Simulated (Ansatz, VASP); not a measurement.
**Two plane-wave programs on GeW**

```
Ge W
1.0
     2.83210    0.00000    0.00000
    -1.41605    2.45267    0.00000
     0.00000    0.00000    5.15444
Ge W
1 1
Direct
  0.00000 0.00000 0.50000
  0.00000 0.00000 0.00000
```

Alike in both runs: functional PBE; k mesh 6 × 6 × 5; occupations gaussian, width 0.2 eV; no spin polarisation.

Ansatz relaxed the structure, and its values are those at the end. VASP's run is a single point on that final structure, the one shown.

```csv
,VASP,Ansatz
version,VASP 6.6.1,Ansatz 0.2.0
potentials or method,"VASP PAW PBE potentials, release 64 (Ge_d, W_sv), cutoff 500 eV","scalar-relativistic, plane waves, PAW"
valence electrons in the cell,28,28
```

Ansatz gave:

```
gap on the k mesh at the Fermi level (eV) : none
pressure (GPa)                            : -0.1
```

Problem. Which values does VASP return?

Solution. gap on the k mesh at the Fermi level (eV): none; pressure (GPa): 0.1.

A gap of «none» marks a metal or a gap that the smearing closes.

The k mesh is coarse, so the values compare programs but aren't converged. Neither program's run includes spin-orbit coupling.
